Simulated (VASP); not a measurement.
# SiC (P6_3mc) in VASP: a series of runs

SiC is run at these levels: r2SCAN; tasks: single point.

Everything below comes from runs of VASP 6.6.1. Logs are shortened: lines on timing, memory, paths and dates and some standing lists are left out, and cuts for length are marked.

### 1 The cell of the first run

The structure is hexagonal, space group P6_3mc (No. 186). Conventional cell: a = 3.091 Å, b = 3.091 Å, c = 5.044 Å, α = 90.00°, β = 90.00°, γ = 120.00°. Si (site symmetry 3m) has 4 C at 1.89 to 1.90 Å within 2.5 Å. Within 2.5 Å of C (site symmetry 3m) lie 4 Si at 1.89 to 1.90 Å.

### 2 Single point, r2SCAN (in-plane strain +0.005, then relaxed in part)

POSCAR reads:

```
SiC
1.0
    3.0907129446      0.0000000000      0.0000000000
   -1.5453564723      2.6766359258      0.0000000000
    0.0000000000      0.0000000000      5.0440972767
Si C
2 2
Direct
    0.3333333333      0.6666666667      0.0043222089
    0.6666666667      0.3333333333      0.5043222089
    0.3333333333      0.6666666667      0.3806777911
    0.6666666667      0.3333333333      0.8806777911
```

INCAR.step1 reads:

```
SYSTEM = SiC
PREC = Accurate
ENCUT = 520
ISMEAR = 0
SIGMA = 0.01
LREAL = .FALSE.
LASPH = .TRUE.
NELM = 100
NBANDS = 16
GGA = PE
ALGO = Normal
EDIFF = 1E-4
LWAVE = .TRUE.
LCHARG = .FALSE.
```

INCAR.step2 reads:

```
SYSTEM = SiC
PREC = Accurate
ENCUT = 520
EDIFF = 1E-7
ISMEAR = 0
SIGMA = 0.01
LREAL = .FALSE.
LASPH = .TRUE.
NELM = 100
ALGO = Normal
ISIF = 2
LWAVE = .FALSE.
LCHARG = .TRUE.
METAGGA = R2SCAN
LMIXTAU = .TRUE.
LELF = .TRUE.
LVHAR = .TRUE.
NBANDS = 16
ISTART = 1
```

KPOINTS reads:

```
regular mesh
0
G
  8 8 6
  0 0 0
```

Potentials or basis: VASP PAW PBE potentials, release 64 (Si, C).

Started as:

```sh
$ cat potpaw_PBE.64/Si/POTCAR potpaw_PBE.64/C/POTCAR > POTCAR
$ cp INCAR.step1 INCAR
$ mpirun -np 1 vasp_std > vasp.out
$ cp INCAR.step2 INCAR
$ mpirun -np 1 vasp_std > vasp.out
```

OUTCAR:

```text
SYSTEM = SiC
   PREC = Accurate
   ENCUT = 520
   EDIFF = 1E-7
   ISMEAR = 0
   LREAL = .FALSE.
   LASPH = .TRUE.
   NELM = 100
   ISIF = 2
   METAGGA = R2SCAN
   ISTART = 1

 ion  position               nearest neighbor table
   1  0.333  0.667  0.004-   4 1.89   4 1.89   4 1.89   3 1.90   2 3.09   2 3.09   2 3.09   2 3.09
                             2 3.09   2 3.09
   2  0.667  0.333  0.504-   3 1.89   3 1.89   3 1.89   4 1.90   1 3.09   1 3.09   1 3.09   1 3.09
                             1 3.09   1 3.09
   3  0.333  0.667  0.381-   2 1.89   2 1.89   2 1.89   1 1.90
   4  0.667  0.333  0.881-   1 1.89   1 1.89   1 1.89   2 1.90

  LATTYP: Found a hexagonal cell.
 ALAT       =     3.0907129446
 C/A-ratio  =     1.6320173912

  Lattice vectors:

 A1 = (   3.0907129446,   0.0000000000,   0.0000000000)
 A2 = (  -1.5453564723,   2.6766359258,   0.0000000000)
 A3 = (   0.0000000000,   0.0000000000,   5.0440972767)

Analysis of symmetry for initial positions (statically):
=====================================================================
 Subroutine PRICEL returns:
 Original cell was already a primitive cell.

 Routine SETGRP: Setting up the symmetry group for a
 hexagonal supercell.

 Subroutine GETGRP returns: Found 12 space group operations
 (whereof  6 operations were pure point group operations)
 out of a pool of 24 trial point group operations.

The static configuration has the point symmetry C_3v.
 The point group associated with its full space group is C_6v.

Analysis of symmetry for dynamics (positions and initial velocities):
=====================================================================
 Subroutine PRICEL returns:
 Original cell was already a primitive cell.

 Routine SETGRP: Setting up the symmetry group for a
 hexagonal supercell.

 Subroutine GETGRP returns: Found 12 space group operations
 (whereof  6 operations were pure point group operations)
 out of a pool of 24 trial point group operations.

The dynamic configuration has the point symmetry C_3v.
 The point group associated with its full space group is C_6v.

 Subroutine INISYM returns: Found 12 space group operations
 (whereof  6 operations are pure point group operations),
 and found     1 'primitive' translations

----------------------------------------------------------------------------------------

                                     Primitive cell

  volume of cell :      41.7284

  direct lattice vectors                    reciprocal lattice vectors
     3.090712945  0.000000000  0.000000000     0.323549944  0.186801647  0.000000000
    -1.545356472  2.676635926  0.000000000     0.000000000  0.373603294  0.000000000
     0.000000000  0.000000000  5.044097277     0.000000000  0.000000000  0.198251529

  length of vectors
     3.090712945  3.090712945  5.044097277     0.373603294  0.373603294  0.198251529

  position of ions in fractional coordinates (direct lattice)
     0.333333333  0.666666667  0.004322209
     0.666666667  0.333333333  0.504322209
     0.333333333  0.666666667  0.380677791
     0.666666667  0.333333333  0.880677791

  ion indices of the primitive-cell ions
   primitive index   ion index
                 1           1
                 2           2
                 3           3
                 4           4

----------------------------------------------------------------------------------------

 KPOINTS: regular mesh

Automatic generation of k-mesh.
 Grid dimensions read from file:
 generate k-points for:    8    8    6

 Generating k-lattice:

  Cartesian coordinates                     Fractional coordinates (reciprocal lattice)
     0.040443743  0.023350206  0.000000000     0.125000000  0.000000000  0.000000000
     0.000000000  0.046700412  0.000000000     0.000000000  0.125000000  0.000000000
     0.000000000  0.000000000  0.033041922     0.000000000  0.000000000  0.166666667

  Length of vectors
     0.046700412  0.046700412  0.033041922

  Shift w.r.t. Gamma in fractional coordinates (k-lattice)
     0.000000000  0.000000000  0.000000000

 Subroutine IBZKPT returns following result:
 ===========================================

 Found     40 irreducible k-points:

 Following reciprocal coordinates:
            Coordinates               Weight
  0.000000  0.000000  0.000000      1.000000
  0.125000 -0.000000  0.000000      6.000000
  0.250000 -0.000000  0.000000      6.000000
  0.375000 -0.000000  0.000000      6.000000
  0.500000 -0.000000  0.000000      3.000000
  0.125000  0.125000  0.000000      6.000000
[... 16 lines left out ...]
  0.250000 -0.000000  0.333333     12.000000
  0.375000 -0.000000  0.333333     12.000000
 [... further k-points ...]
   k-points           NKPTS =     40   k-points in BZ     NKDIM =     40   number of bands    NBANDS=     16
   number of dos      NEDOS =    301   number of ions     NIONS =      4
   total plane-waves  NPLWV =  23040
   dimension x,y,z NGX =    24 NGY =   24 NGZ =   40
   dimension x,y,z NGXF=    48 NGYF=   48 NGZF=   80
   ions per type =               2   2
   NGX,Y,Z   is equivalent  to a cutoff of  12.91, 12.91, 13.18 a.u.
   NGXF,Y,Z  is equivalent  to a cutoff of  25.82, 25.82, 26.37 a.u.
 SYSTEM =  SiC
   PREC   = accura    normal or accurate (medium, high low for compatibility)
   ISTART =      1    job   : 0-new  1-cont  2-samecut
   ICHARG =      0    charge: 1-file 2-atom 10-const
   ISPIN  =      1    spin polarized calculation?
   LNONCOLLINEAR =      F non collinear calculations
   LSORBIT =      F    spin-orbit coupling
   LASPH  =      T    aspherical Exc in radial PAW
   ENCUT  =  520.0 eV  38.22 Ry    6.18 a.u.   5.75  5.75  9.38*2*pi/ulx,y,z
   NELM   =    100;   NELMIN=  2; NELMDL=  0     # of ELM steps
   EDIFF  = 0.1E-06   stopping-criterion for ELM
   LREAL  =      F    real-space projection
   EDIFFG = 0.1E-05   stopping-criterion for IOM
   NSW    =      0    number of steps for IOM
   IBRION =     -1    ionic relax: 0-MD 1-quasi-New 2-CG
   NFREE  =      0    steps in history (QN), initial steepest desc. (CG)
   ISIF   =      2    stress and relaxation
   ISYM   =      2    0-nonsym 1-usesym 2-fastsym
   POTIM  = 0.5000    time-step for ionic-motion
   TEBEG  =    0.0;   TEEND  =   0.0 temperature during run
   PSTRESS=    0.0 pullay stress
   NELECT =      16.0000    total number of electrons
   NUPDOWN=      -1.0000    fix difference up-down
   EMIN   =  10.00;   EMAX   =-10.00  energy-range for DOS
   EFERMI =   0.00;   METHOD = LEGACY
   ISMEAR =     0;   SIGMA  =   0.01  broadening in eV -4-tet -1-fermi 0-gaus
   EFERMI_NEDOS =   21; number of points for ismear=-14 and -15
   IALGO  =     38    algorithm
   IMIX   =      4    mixing-type and parameters
     AMIX     =   0.40;   BMIX     =  1.00
     AMIX_MAG =   1.60;   BMIX_MAG =  1.00
  volume/ion in A,a.u.               =      10.43        70.40
  Fermi-wavevector in a.u.,A,eV,Ry     =   1.189335  2.247518 19.245696  1.414519
  Thomas-Fermi vector in A             =   2.325445
   LORBIT       =      0    0 simple, 1 ext, 2 COOP (PROOUT), +10 PAW based schemes
   METAGGA = R2SCAN    functional components
   LHFCALC =     F    Hartree Fock is set to
   AEXX    =    0.0000 exact exchange contribution
   IVDW    =     0    specifies the selected vdW correction
   LEPSILON=     F    determine dielectric tensor
   LRPA    =     F    only Hartree local field effects (RPA)
 non-spin polarized calculation
 Gauss-broadening in eV      SIGMA  =   0.01
  energy-cutoff  :      520.00
  volume of cell :       41.73
 maximum number of plane-waves:      1136
 NGX is ok and might be reduce to    24
   NGX = 11   NGY = 11   NGZ = 19

 number of electron      16.0000000 magnetization

 Free energy of the ion-electron system (eV)
  ---------------------------------------------------
  ext. energy  EPLUGINS =         0.00000000
  ---------------------------------------------------
  free energy    TOTEN  =       -38.63256673 eV

  energy without entropy =      -38.63256673  energy(sigma->0) =      -38.63256673

 E-fermi :   8.1144     XC(G=0): -11.8874

 val. band max:        8.0288217542   @ k =   0.0000   0.0000   0.0000
 cond. band min:      10.9963830737   @ k =   0.3750   0.2500   0.0000
 fundamental gap:      2.9675613195
 Fermi energy:         8.1143874784

 k-point     1 :       0.0000    0.0000    0.0000
  band No.  band energies     occupation
      1      -8.2382      2.00000
      2      -4.6010      2.00000
      3      -0.8783      2.00000
      4       6.6196      2.00000
      5       6.6196      2.00000
      6       7.9690      2.00000
[... 8 lines left out ...]
     15      17.5351      0.00000
     16      19.9943      0.00000

 k-point     2 :       0.1250   -0.0000    0.0000
  band No.  band energies     occupation
      1      -7.9613      2.00000
      2      -4.3702      2.00000
      3      -0.6254      2.00000
      4       5.2157      2.00000
      5       6.1755      2.00000
      6       7.0241      2.00000
[... 8 lines left out ...]
     15      18.1994      0.00000
     16      18.4865      0.00000

 k-point     3 :       0.2500   -0.0000    0.0000
  band No.  band energies     occupation
      1      -7.1508      2.00000
      2      -3.7432      2.00000
      3       0.0611      2.00000
      4       2.7567      2.00000
      5       4.9480      2.00000
      6       5.3767      2.00000
[... 8 lines left out ...]
     15      18.8298      0.00000
     16      19.4822      0.00000
[... 362 lines left out ...]
 k-point    23 :       0.2500   -0.0000    0.3333
  band No.  band energies     occupation
      1      -6.6090      2.00000
      2      -5.1064      2.00000
      3       1.7469      2.00000
      4       3.5716      2.00000
      5       3.8722      2.00000
      6       5.7778      2.00000
[... 8 lines left out ...]
     15      19.0263      0.00000
     16      19.6225      0.00000

 k-point    24 :       0.3750   -0.0000    0.3333
  band No.  band energies     occupation
      1      -5.4021      2.00000
      2      -4.0852      2.00000
      3       0.2081      2.00000
      4       1.4778      2.00000
      5       3.9151      2.00000
      6       5.1922      2.00000
[... 8 lines left out ...]
     15      20.5399      0.00000
     16      20.8727      0.00000

 [... further k-points ...]

------------------------ aborting loop because EDIFF is reached ----------------------------------------

  FORCE on cell =-STRESS in cart. coord.  units (eV):
  Direction    XX          YY          ZZ          XY          YZ          ZX
  --------------------------------------------------------------------------------------
  -------------------------------------------------------------------------------------
  Total       -0.8539740     -0.8539740     -0.0451460      0.0000000     -0.0000000      0.0000000
  in kB      -32.7886716    -32.7886716     -1.7333983      0.0000000     -0.0000000      0.0000000
  external PRESSURE =     -22.4369139 kB  Pullay stress =       0.0000000 kB

 VOLUME and BASIS-vectors are now :
 -----------------------------------------------------------------------------
  energy-cutoff  :      520.00
  volume of cell :       41.73
      direct lattice vectors                 reciprocal lattice vectors
     3.090712945  0.000000000  0.000000000     0.323549944  0.186801647  0.000000000
    -1.545356472  2.676635926  0.000000000     0.000000000  0.373603294  0.000000000
     0.000000000  0.000000000  5.044097277     0.000000000  0.000000000  0.198251529

 POSITION                                       TOTAL-FORCE (eV/Angst)
 -----------------------------------------------------------------------------------
     -0.00000      1.78442      0.02180         0.000000      0.000000     -0.001064
      1.54536      0.89221      2.54385        -0.000000      0.000000     -0.001064
     -0.00000      1.78442      1.92018        -0.000000      0.000000      0.001064
      1.54536      0.89221      4.44222        -0.000000     -0.000000      0.001064
 -----------------------------------------------------------------------------------
    total drift:                               -0.000000     -0.000000     -0.000073

  FREE ENERGIE OF THE ION-ELECTRON SYSTEM (eV)
  ---------------------------------------------------
  free  energy   TOTEN  =       -38.6325667331 eV

  energy  without entropy=      -38.6325667331  energy(sigma->0) =      -38.63256673
```

Wall time 96 s (1 thread of Intel Xeon Platinum 8559C (Emerald Rapids), shared host); peak memory 0.17 GiB.

Results:

| Item | Value |
| --- | --- |
| Free energy | -38.6326 eV |
| Pressure | -2.2 GPa |
| Band gap on the k mesh | 2.97 eV, indirect (least direct gap 4.41 eV) |

Caveat: the cell differs from its parent crystal (in-plane strain +0.005, then relaxed in part); the PAW data sets were made with another functional, which shifts forces and pressure a little. A k mesh can miss the band edges.

(Part 1 of 2 ends here.)
